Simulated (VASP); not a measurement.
# Ca (Fm-3m) in VASP: a series of runs

The runs below take Ca through single point, with PBEsol.

Everything below comes from runs of VASP 6.6.1. Logs are shortened: lines on timing, memory, paths and dates and some standing lists are left out, and cuts for length are marked.

## Step 1: The cell of the first run

The structure is cubic, space group Fm-3m (No. 225). Conventional cell: a = 5.455 Å, b = 5.455 Å, c = 5.455 Å, α = 90.00°, β = 90.00°, γ = 90.00°. Within 5.1 Å of Ca (site symmetry m-3m) lie 12 Ca at 3.86 Å.

## Step 2: Single point, PBEsol

INCAR reads:

```
PREC = Accurate ; ENCUT = 520
EDIFF = 1E-6 ; ISMEAR = 0
SIGMA = 0.1 ; LREAL = False
LASPH = True ; NELM = 100
ALGO = Fast ; ISIF = 2
LWAVE = False ; LCHARG = False
GGA = PS ; NBANDS = 11
```

KPOINTS reads:

```
regular mesh
0
Gamma
  14 14 14
```

POSCAR reads:

```
Ca
1.0
    0.0000000000      2.7273233689      2.7273233689
    2.7273233689      0.0000000000      2.7273233689
    2.7273233689      2.7273233689      0.0000000000
Ca
1
Direct
    0.0000000000      0.0000000000      0.0000000000
```

Potentials or basis: VASP PAW PBE potentials, release 64 (Ca_sv).

Started as:

```
> cat potpaw_PBE.64/Ca_sv/POTCAR > POTCAR
> mpirun -np 1 vasp_std > vasp.out
```

OUTCAR:

```text
PREC = Accurate
   ENCUT = 520
   EDIFF = 1E-6
   ISMEAR = 0
   LREAL = False
   LASPH = True
   NELM = 100
   ISIF = 2
   GGA = PS

 ion  position               nearest neighbor table
   1  0.000  0.000  0.000-

  LATTYP: Found a face centered cubic cell.
 ALAT       =     5.4546467378

  Lattice vectors:

 A1 = (   0.0000000000,   2.7273233689,   2.7273233689)
 A2 = (   2.7273233689,   0.0000000000,   2.7273233689)
 A3 = (   2.7273233689,   2.7273233689,   0.0000000000)

Analysis of symmetry for initial positions (statically):
=====================================================================
 Subroutine PRICEL returns:
 Original cell was already a primitive cell.

 Routine SETGRP: Setting up the symmetry group for a
 face centered cubic supercell.

 Subroutine GETGRP returns: Found 48 space group operations
 (whereof 48 operations were pure point group operations)
 out of a pool of 48 trial point group operations.

The static configuration has the point symmetry O_h .

Analysis of symmetry for dynamics (positions and initial velocities):
=====================================================================
 Subroutine PRICEL returns:
 Original cell was already a primitive cell.

 Routine SETGRP: Setting up the symmetry group for a
 face centered cubic supercell.

 Subroutine GETGRP returns: Found 48 space group operations
 (whereof 48 operations were pure point group operations)
 out of a pool of 48 trial point group operations.

The dynamic configuration has the point symmetry O_h .

 Subroutine INISYM returns: Found 48 space group operations
 (whereof 48 operations are pure point group operations),
 and found     1 'primitive' translations

----------------------------------------------------------------------------------------

                                     Primitive cell

  volume of cell :      40.5733

  direct lattice vectors                    reciprocal lattice vectors
     0.000000000  2.727323369  2.727323369    -0.183329929  0.183329929  0.183329929
     2.727323369  0.000000000  2.727323369     0.183329929 -0.183329929  0.183329929
     2.727323369  2.727323369  0.000000000     0.183329929  0.183329929 -0.183329929

  length of vectors
     3.857017697  3.857017697  3.857017697     0.317536752  0.317536752  0.317536752

  position of ions in fractional coordinates (direct lattice)
     0.000000000  0.000000000  0.000000000

  ion indices of the primitive-cell ions
   primitive index   ion index
                 1           1

----------------------------------------------------------------------------------------

 KPOINTS: regular mesh

Automatic generation of k-mesh.
 Grid dimensions read from file:
 generate k-points for:   14   14   14

 Generating k-lattice:

  Cartesian coordinates                     Fractional coordinates (reciprocal lattice)
    -0.013094995  0.013094995  0.013094995     0.071428571  0.000000000  0.000000000
     0.013094995 -0.013094995  0.013094995     0.000000000  0.071428571  0.000000000
     0.013094995  0.013094995 -0.013094995     0.000000000  0.000000000  0.071428571

  Length of vectors
     0.022681197  0.022681197  0.022681197

  Shift w.r.t. Gamma in fractional coordinates (k-lattice)
     0.000000000  0.000000000  0.000000000

 Subroutine IBZKPT returns following result:
 ===========================================

 Found    104 irreducible k-points:

 Following reciprocal coordinates:
            Coordinates               Weight
  0.000000  0.000000  0.000000      1.000000
  0.071429  0.000000  0.000000      8.000000
  0.142857  0.000000  0.000000      8.000000
  0.214286  0.000000  0.000000      8.000000
  0.285714  0.000000  0.000000      8.000000
  0.357143  0.000000  0.000000      8.000000
[... 16 lines left out ...]
  0.214286  0.142857  0.000000     24.000000
  0.285714  0.142857  0.000000     24.000000
 [... further k-points ...]
   k-points           NKPTS =    104   k-points in BZ     NKDIM =    104   number of bands    NBANDS=     11
   number of dos      NEDOS =    301   number of ions     NIONS =      1
   total plane-waves  NPLWV =  27000
   dimension x,y,z NGX =    30 NGY =   30 NGZ =   30
   dimension x,y,z NGXF=    60 NGYF=   60 NGZF=   60
   ions per type =               1
   NGX,Y,Z   is equivalent  to a cutoff of  12.93, 12.93, 12.93 a.u.
   NGXF,Y,Z  is equivalent  to a cutoff of  25.86, 25.86, 25.86 a.u.
 SYSTEM =  unknown system
   PREC   = accura    normal or accurate (medium, high low for compatibility)
   ISTART =      0    job   : 0-new  1-cont  2-samecut
   ICHARG =      2    charge: 1-file 2-atom 10-const
   ISPIN  =      1    spin polarized calculation?
   LNONCOLLINEAR =      F non collinear calculations
   LSORBIT =      F    spin-orbit coupling
   LASPH  =      T    aspherical Exc in radial PAW
   ENCUT  =  520.0 eV  38.22 Ry    6.18 a.u.   7.17  7.17  7.17*2*pi/ulx,y,z
   NELM   =    100;   NELMIN=  2; NELMDL= -5     # of ELM steps
   EDIFF  = 0.1E-05   stopping-criterion for ELM
   LREAL  =      F    real-space projection
   EDIFFG = 0.1E-04   stopping-criterion for IOM
   NSW    =      0    number of steps for IOM
   IBRION =     -1    ionic relax: 0-MD 1-quasi-New 2-CG
   NFREE  =      0    steps in history (QN), initial steepest desc. (CG)
   ISIF   =      2    stress and relaxation
   ISYM   =      2    0-nonsym 1-usesym 2-fastsym
   POTIM  = 0.5000    time-step for ionic-motion
   TEBEG  =    0.0;   TEEND  =   0.0 temperature during run
   PSTRESS=    0.0 pullay stress
   NELECT =      10.0000    total number of electrons
   NUPDOWN=      -1.0000    fix difference up-down
   EMIN   =  10.00;   EMAX   =-10.00  energy-range for DOS
   EFERMI =   0.00;   METHOD = LEGACY
   ISMEAR =     0;   SIGMA  =   0.10  broadening in eV -4-tet -1-fermi 0-gaus
   EFERMI_NEDOS =   21; number of points for ismear=-14 and -15
   IALGO  =     68    algorithm
   IMIX   =      4    mixing-type and parameters
     AMIX     =   0.40;   BMIX     =  1.00
     AMIX_MAG =   1.60;   BMIX_MAG =  1.00
  volume/ion in A,a.u.               =      40.57       273.80
  Fermi-wavevector in a.u.,A,eV,Ry     =   1.026427  1.939666 14.334459  1.053553
  Thomas-Fermi vector in A             =   2.160320
   LORBIT       =      0    0 simple, 1 ext, 2 COOP (PROOUT), +10 PAW based schemes
   GGA     = PS    functional components
   LHFCALC =     F    Hartree Fock is set to
   AEXX    =    0.0000 exact exchange contribution
   IVDW    =     0    specifies the selected vdW correction
   LEPSILON=     F    determine dielectric tensor
   LRPA    =     F    only Hartree local field effects (RPA)
 non-spin polarized calculation
 RMM-DIIS sequential band-by-band and
 Gauss-broadening in eV      SIGMA  =   0.10
  energy-cutoff  :      520.00
  volume of cell :       40.57
 maximum number of plane-waves:      1110
 NGX is ok and might be reduce to    30
   NGX = 15   NGY = 15   NGZ = 15

 number of electron      10.0000002 magnetization

 Free energy of the ion-electron system (eV)
  ---------------------------------------------------
  ext. energy  EPLUGINS =         0.00000000
  ---------------------------------------------------
  free energy    TOTEN  =        -2.13739211 eV

  energy without entropy =       -2.13035401  energy(sigma->0) =       -2.13387306

 E-fermi :   2.0392     XC(G=0):  -7.9362

 val. band max:        2.0368459944   @ k =  -0.4286   0.2143   0.0714
 cond. band min:       2.0596232041   @ k =  -0.3571   0.3571   0.0000
 fundamental gap:      0.0227772097
 Fermi energy:         2.0392054659

 k-point     1 :       0.0000    0.0000    0.0000
  band No.  band energies     occupation
      1     -39.7072      2.00000
      2     -20.6933      2.00000
      3     -20.6933      2.00000
      4     -20.6933      2.00000
      5      -2.0580      2.00000
      6       4.4229      0.00000
      7       4.4229      0.00000
      8       4.4229      0.00000
      9       5.5529      0.00000
     10       5.5529      0.00000
     11      11.3452      0.00000

 k-point     2 :       0.0714    0.0000    0.0000
  band No.  band energies     occupation
      1     -39.7063      2.00000
      2     -20.7015      2.00000
      3     -20.6944      2.00000
      4     -20.6944      2.00000
      5      -1.9675      2.00000
      6       4.3237      0.00000
      7       4.4583      0.00000
      8       4.4583      0.00000
      9       5.5214      0.00000
     10       5.5214      0.00000
     11      11.4647      0.00000

 k-point     3 :       0.1429    0.0000    0.0000
  band No.  band energies     occupation
      1     -39.7040      2.00000
      2     -20.7244      2.00000
      3     -20.6975      2.00000
      4     -20.6975      2.00000
      5      -1.7008      2.00000
      6       4.0569      0.00000
      7       4.5391      0.00000
      8       4.5391      0.00000
      9       5.4644      0.00000
     10       5.4644      0.00000
     11      11.3754      0.00000

 k-point     4 :       0.2143    0.0000    0.0000
  band No.  band energies     occupation
      1     -39.7007      2.00000
      2     -20.7574      2.00000
      3     -20.7020      2.00000
      4     -20.7020      2.00000
      5      -1.2726      2.00000
      6       3.6844      0.00000
      7       4.5824      0.00000
      8       4.5824      0.00000
      9       5.4889      0.00000
     10       5.4889      0.00000
     11      10.2595      0.00000

 k-point     5 :       0.2857    0.0000    0.0000
  band No.  band energies     occupation
      1     -39.6969      2.00000
      2     -20.7936      2.00000
      3     -20.7070      2.00000
      4     -20.7070      2.00000
      5      -0.7093      2.00000
      6       3.2528      0.00000
      7       4.5247      0.00000
      8       4.5247      0.00000
      9       5.6724      0.00000
     10       5.6724      0.00000
     11       9.1828      0.00000
[... 211 lines left out ...]
 k-point    21 :      -0.0714    0.0714    0.0000
  band No.  band energies     occupation
      1     -39.7050      2.00000
      2     -20.7128      2.00000
      3     -20.6993      2.00000
      4     -20.6949      2.00000
      5      -1.8183      2.00000
      6       4.1773      0.00000
      7       4.4946      0.00000
      8       4.5225      0.00000
      9       5.3989      0.00000
     10       5.5566      0.00000
     11      11.6838      0.00000

 k-point    22 :       0.1429    0.1429    0.0000
  band No.  band energies     occupation
      1     -39.7030      2.00000
      2     -20.7235      2.00000
      3     -20.7045      2.00000
      4     -20.7045      2.00000
      5      -1.5833      2.00000
      6       3.9692      0.00000
      7       4.6199      0.00000
      8       4.6199      0.00000
      9       5.0809      0.00000
     10       5.6778      0.00000
     11      11.9321      0.00000

 k-point    23 :       0.2143    0.1429    0.0000
  band No.  band energies     occupation
      1     -39.7005      2.00000
      2     -20.7449      2.00000
      3     -20.7101      2.00000
      4     -20.7087      2.00000
      5      -1.2693      2.00000
      6       3.7300      0.00000
      7       4.6288      0.00000
      8       4.7172      0.00000
      9       4.9799      0.00000
     10       5.7417      0.00000
     11      11.2464      0.00000

 k-point    24 :       0.2857    0.1429    0.0000
  band No.  band energies     occupation
      1     -39.6972      2.00000
      2     -20.7744      2.00000
      3     -20.7156      2.00000
      4     -20.7139      2.00000
      5      -0.8053      2.00000
      6       3.4241      0.00000
      7       4.3922      0.00000
      8       4.7540      0.00000
      9       5.2097      0.00000
     10       5.8694      0.00000
     11      10.0364      0.00000

 [... further k-points ...]
[... 5 lines left out ...]
  --------------------------------------------------------------------------------------
  -------------------------------------------------------------------------------------
  Total        0.0067453      0.0067453      0.0067453      0.0000000     -0.0000000     -0.0000000
  in kB        0.2663626      0.2663626      0.2663626      0.0000000     -0.0000000     -0.0000000
  external PRESSURE =       0.2663626 kB  Pullay stress =       0.0000000 kB

 VOLUME and BASIS-vectors are now :
 -----------------------------------------------------------------------------
  energy-cutoff  :      520.00
  volume of cell :       40.57
      direct lattice vectors                 reciprocal lattice vectors
     0.000000000  2.727323369  2.727323369    -0.183329929  0.183329929  0.183329929
     2.727323369  0.000000000  2.727323369     0.183329929 -0.183329929  0.183329929
     2.727323369  2.727323369  0.000000000     0.183329929  0.183329929 -0.183329929

 POSITION                                       TOTAL-FORCE (eV/Angst)
 -----------------------------------------------------------------------------------
      0.00000      0.00000      0.00000         0.000000     -0.000000      0.000000
 -----------------------------------------------------------------------------------
    total drift:                               -0.000000     -0.000000     -0.000000

  FREE ENERGIE OF THE ION-ELECTRON SYSTEM (eV)
  ---------------------------------------------------
  free  energy   TOTEN  =        -2.1373921084 eV

  energy  without entropy=       -2.1303540091  energy(sigma->0) =       -2.13387306
```

Run time: 30 s. Hardware: 1 thread of AMD EPYC 9R45 (Zen 5), shared host; peak memory 0.16 GiB.

Results:

```yaml
Free_energy: -2.1374 eV
Pressure: 0.0 GPa
Band_gap_on_the_k_mesh: zero (bands 5 and 6 overlap by 0.25 eV)
```

Caveat: the PAW data sets were made with another functional, which shifts forces and pressure a little.

(Continued in part 2 of 2.)

The gap in the log of VASP goes by the Fermi energy; the results here count the filled bands.